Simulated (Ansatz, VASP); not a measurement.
## Two plane-wave programs on Ti

```
Ti
1.0
     2.63247    0.00000    0.00000
     0.00000    2.63247    0.00000
     0.00000    0.00000    2.63247
Ti
1
Cartesian
  0.0000 0.0000 0.0000
```

Alike in both runs: task single point; functional revPBE; k mesh 13 × 13 × 13; occupations fermi-dirac, width 0.1 eV; no spin polarisation.

```csv
,VASP,Ansatz
version,VASP 6.6.1,Ansatz 0.2.0
potentials or method,"VASP PAW PBE potentials, release 64 (Ti_sv), cutoff 520 eV","plane waves (420 eV) with PAW, scalar-relativistic"
valence electrons in the cell,12,12
```

VASP gave:

| Property | Result |
| --- | --- |
| pressure (GPa) | 3.0 |

Which values does Ansatz return?

Pressure (GPa): 3.1.

VASP's potentials were made for PBE, not for revPBE.
